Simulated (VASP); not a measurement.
# Al2Cu (I4/mmm) in VASP: single point with PBEsol

Aim: the single point of Al2Cu with PBEsol.

Program: VASP 6.6.1. These are calculated values, not measurements. Logs are shortened: lines on timing, memory, paths and dates and some standing lists are left out, and cuts for length are marked.

## (1) The cell of the first run

The structure is tetragonal, space group I4/mmm (No. 139). The conventional cell has a = 4.060 Å, b = 4.060 Å, c = 5.701 Å, α = 90.00°, β = 90.00°, γ = 90.00°. Within 3.3 Å of Al (site symmetry -4m2) lie 4 Cu at 2.48 Å and 6 Al at 2.85 to 2.87 Å. Within 3.3 Å of Cu (site symmetry 4/mmm) lie 8 Al at 2.48 Å.

## (2) Single point, PBEsol

The input, INCAR:

```
SYSTEM = Al2Cu
ALGO = Normal
EDIFF = 1E-6
ENCUT = 520
GGA = PS
ISIF = 2
ISMEAR = -1
LASPH = .TRUE.
LCHARG = .FALSE.
LREAL = .FALSE.
LWAVE = .FALSE.
NBANDS = 16
NELM = 100
PREC = Accurate
SIGMA = 0.1
```

The input, KPOINTS:

```
k-points
0
G
  9 9 9
  0 0 0
```

The input, POSCAR:

```
Al2Cu
1.0
    4.0455890024     -0.0000000312     -0.0000000443
   -0.0286133223      4.0454878141     -0.0000000443
   -2.0084878086     -2.0227438598      2.8707619854
Al Cu
2 1
Direct
    0.7500000000      0.2500000000      0.5000000000
    0.2500000000      0.7500000000      0.5000000000
    0.5000000000      0.5000000000      0.0000000000
```

Potentials or basis: VASP PAW PBE potentials, release 64 (Al, Cu).

Launch:

```bash
cat potpaw_PBE.64/Al/POTCAR potpaw_PBE.64/Cu/POTCAR > POTCAR
mpirun -np 1 vasp_std > vasp.out
```

OUTCAR:

```text
SYSTEM = Al2Cu
   EDIFF = 1E-6
   ENCUT = 520
   GGA = PS
   ISIF = 2
   ISMEAR = -1
   LASPH = .TRUE.
   LREAL = .FALSE.
   NELM = 100
   PREC = Accurate

 ion  position               nearest neighbor table
   1  0.750  0.250  0.500-   3 2.48   3 2.48   3 2.48   3 2.48   2 2.85   2 2.85   2 2.87   2 2.87
                             2 2.87   2 2.87
   2  0.250  0.750  0.500-   3 2.48   3 2.48   3 2.48   3 2.48   1 2.85   1 2.85   1 2.87   1 2.87
                             1 2.87   1 2.87
   3  0.500  0.500  0.000-   1 2.48   2 2.48   1 2.48   2 2.48   2 2.48   1 2.48   2 2.48   1 2.48

  LATTYP: Found a body centered tetragonal cell.
 ALAT       =     4.0598704714
 C/A-ratio  =     1.4042463366

  Lattice vectors:

 A1 = (   4.0455890024,  -0.0000000312,  -0.0000000443)
 A2 = (  -0.0286133223,   4.0454878141,  -0.0000000443)
 A3 = (  -2.0084878086,  -2.0227438598,   2.8707619854)

Analysis of symmetry for initial positions (statically):
=====================================================================
 Subroutine PRICEL returns:
 Original cell was already a primitive cell.

 Routine SETGRP: Setting up the symmetry group for a
 body centered tetragonal supercell.

 Subroutine GETGRP returns: Found 16 space group operations
 (whereof 16 operations were pure point group operations)
 out of a pool of 16 trial point group operations.

The static configuration has the point symmetry D_4h.

Analysis of symmetry for dynamics (positions and initial velocities):
=====================================================================
 Subroutine PRICEL returns:
 Original cell was already a primitive cell.

 Routine SETGRP: Setting up the symmetry group for a
 body centered tetragonal supercell.

 Subroutine GETGRP returns: Found 16 space group operations
 (whereof 16 operations were pure point group operations)
 out of a pool of 16 trial point group operations.

The dynamic configuration has the point symmetry D_4h.

 Subroutine INISYM returns: Found 16 space group operations
 (whereof 16 operations are pure point group operations),
 and found     1 'primitive' translations

----------------------------------------------------------------------------------------

                                     Primitive cell

  volume of cell :      46.9840

  direct lattice vectors                    reciprocal lattice vectors
     4.045589002 -0.000000031 -0.000000044     0.247182798  0.001748301  0.174169786
    -0.028613322  4.045487814 -0.000000044     0.000000004  0.247188980  0.174169786
    -2.008487809 -2.022743860  2.870761985     0.000000004  0.000000004  0.348339577
[... 84 lines left out ...]
   ENCUT  =  520.0 eV  38.22 Ry    6.18 a.u.   7.52  7.52  7.52*2*pi/ulx,y,z
   NELM   =    100;   NELMIN=  2; NELMDL= -5     # of ELM steps
   EDIFF  = 0.1E-05   stopping-criterion for ELM
   LREAL  =      F    real-space projection
   EDIFFG = 0.1E-04   stopping-criterion for IOM
   NSW    =      0    number of steps for IOM
   IBRION =     -1    ionic relax: 0-MD 1-quasi-New 2-CG
   NFREE  =      0    steps in history (QN), initial steepest desc. (CG)
   ISIF   =      2    stress and relaxation
   ISYM   =      2    0-nonsym 1-usesym 2-fastsym
   POTIM  = 0.5000    time-step for ionic-motion
   TEBEG  =    0.0;   TEEND  =   0.0 temperature during run
   PSTRESS=    0.0 pullay stress
   NELECT =      17.0000    total number of electrons
   NUPDOWN=      -1.0000    fix difference up-down
   EMIN   =  10.00;   EMAX   =-10.00  energy-range for DOS
   EFERMI =   0.00;   METHOD = LEGACY
   ISMEAR =    -1;   SIGMA  =   0.10  broadening in eV -4-tet -1-fermi 0-gaus
   EFERMI_NEDOS =   21; number of points for ismear=-14 and -15
   IALGO  =     38    algorithm
   IMIX   =      4    mixing-type and parameters
     AMIX     =   0.40;   BMIX     =  1.00
     AMIX_MAG =   1.60;   BMIX_MAG =  1.00
  volume/ion in A,a.u.               =      15.66       105.69
  Fermi-wavevector in a.u.,A,eV,Ry     =   1.166562  2.204483 18.515721  1.360867
  Thomas-Fermi vector in A             =   2.303074
   LORBIT       =      0    0 simple, 1 ext, 2 COOP (PROOUT), +10 PAW based schemes
   GGA     = PS    functional components
   LHFCALC =     F    Hartree Fock is set to
   AEXX    =    0.0000 exact exchange contribution
   IVDW    =     0    specifies the selected vdW correction
   LEPSILON=     F    determine dielectric tensor
   LRPA    =     F    only Hartree local field effects (RPA)
 non-spin polarized calculation
  energy-cutoff  :      520.00
  volume of cell :       46.98
 maximum number of plane-waves:      1289
 NGX is ok and might be reduce to    30
   NGX = 15   NGY = 15   NGZ = 15

 number of electron      17.0000004 magnetization

 Free energy of the ion-electron system (eV)
  ---------------------------------------------------
  ext. energy  EPLUGINS =         0.00000000
  ---------------------------------------------------
  free energy    TOTEN  =       -13.02153045 eV

  energy without entropy =      -12.98658113  energy(sigma->0) =      -13.00405579

 E-fermi :   7.0812     XC(G=0): -10.6313

 val. band max:        7.0714597720   @ k =  -0.2222  -0.3333   0.1111
 cond. band min:       7.0831614645   @ k =   0.1111   0.1111   0.0000
 fundamental gap:      0.0117016925
 Fermi energy:         7.0811920227

 k-point     1 :       0.0000    0.0000    0.0000
  band No.  band energies     occupation
      1      -3.2057      2.00000
      2       2.4633      2.00000
      3       2.4698      2.00000
      4       2.4698      2.00000
      5       3.0309      2.00000
      6       3.0417      2.00000
[... 433 lines left out ...]
      3       1.8559      2.00000
      4       2.9569      2.00000
      5       3.0214      2.00000
      6       3.1597      2.00000
[... 8 lines left out ...]
     15      17.7789      0.00000
     16      18.9747      0.00000

 [... further k-points ...]
[... 5 lines left out ...]
  --------------------------------------------------------------------------------------
  -------------------------------------------------------------------------------------
  Total        0.0491170      0.0501392     -0.0226340      0.0722603     -0.0000000     -0.0000000
  in kB        1.6749139      1.7097707     -0.7718311      2.4641117     -0.0000001     -0.0000001
  external PRESSURE =       0.8709512 kB  Pullay stress =       0.0000000 kB

 VOLUME and BASIS-vectors are now :
 -----------------------------------------------------------------------------
  energy-cutoff  :      520.00
  volume of cell :       46.98
      direct lattice vectors                 reciprocal lattice vectors
     4.045589002 -0.000000031 -0.000000044     0.247182798  0.001748301  0.174169786
    -0.028613322  4.045487814 -0.000000044     0.000000004  0.247188980  0.174169786
    -2.008487809 -2.022743860  2.870761985     0.000000004  0.000000004  0.348339577

 POSITION                                       TOTAL-FORCE (eV/Angst)
 -----------------------------------------------------------------------------------
      2.02279      0.00000      1.43538         0.000000     -0.000000      0.000000
     -0.01431      2.02274      1.43538        -0.000000      0.000000     -0.000000
      2.00849      2.02274     -0.00000        -0.000000     -0.000000     -0.000000
 -----------------------------------------------------------------------------------
    total drift:                                0.000000      0.000000     -0.000000

  FREE ENERGIE OF THE ION-ELECTRON SYSTEM (eV)
  ---------------------------------------------------
  free  energy   TOTEN  =       -13.0215304475 eV

  energy  without entropy=      -12.9865811306  energy(sigma->0) =      -13.00405579
```

OSZICAR:

```text
N       E                     dE             d eps       ncg     rms          rms(c)
DAV:   1     0.616768716007E+02    0.61677E+02   -0.67932E+03  2400   0.112E+03
DAV:   2    -0.130998524022E+02   -0.74777E+02   -0.65992E+02  2576   0.202E+02
DAV:   3    -0.156001831360E+02   -0.25003E+01   -0.24573E+01  3256   0.426E+01
DAV:   4    -0.156554225796E+02   -0.55239E-01   -0.55208E-01  2840   0.535E+00
DAV:   5    -0.156583964411E+02   -0.29739E-02   -0.29738E-02  3752   0.140E+00    0.160E+01
DAV:   6    -0.182912497257E+02   -0.26329E+01   -0.49962E+01  2664   0.229E+02    0.130E+01
DAV:   7    -0.132490359351E+02    0.50422E+01   -0.12459E+01  2984   0.777E+01    0.273E+00
DAV:   8    -0.130521670771E+02    0.19687E+00   -0.12339E+00  3480   0.309E+01    0.162E+00
DAV:   9    -0.130221331332E+02    0.30034E-01   -0.13591E-01  3760   0.768E+00    0.282E-01
DAV:  10    -0.130245566084E+02   -0.24235E-02   -0.38250E-03  3464   0.173E+00    0.394E-01
DAV:  11    -0.130215616424E+02    0.29950E-02   -0.93611E-03  3064   0.336E+00    0.619E-02
DAV:  12    -0.130215728928E+02   -0.11250E-04   -0.48870E-04  3248   0.229E-01    0.483E-02
DAV:  13    -0.130215348242E+02    0.38069E-04   -0.55305E-05  3464   0.226E-01    0.160E-02
DAV:  14    -0.130215302948E+02    0.45294E-05   -0.17004E-05  3536   0.118E-01    0.219E-03
DAV:  15    -0.130215304475E+02   -0.15270E-06   -0.79767E-07  1464   0.922E-03
   1 F= -.13021530E+02 E0= -.13004056E+02  d E =-.349493E-01
```

stdout:

```text
POSCAR found type information on POSCAR AlCu
 POSCAR found :  2 types and       3 ions
 scaLAPACK will be used
 -----------------------------------------------------------------------------
|                                                                             |
|                                                                             |
|     You enforced a specific xc type in the INCAR file but a different       |
|     I HOPE YOU KNOW WHAT YOU ARE DOING!                                     |
|                                                                             |
 -----------------------------------------------------------------------------

 LDA part: xc-table for (Slater+PW92), standard interpolation
 POSCAR, INCAR and KPOINTS ok, starting setup
 FFT: planning ... GRIDC
 FFT: planning ... GRID_SOFT
 FFT: planning ... GRID
 WAVECAR not read
 entering main loop
```

Wall time 43 s (1 thread of Intel Xeon Platinum 8488C (Sapphire Rapids), shared host); peak memory 0.2 GiB.

What came out:

- Free energy: -13.0215 eV
- Pressure: 0.1 GPa

Caveat: the PAW data sets were made with another functional, which shifts forces and pressure a little.
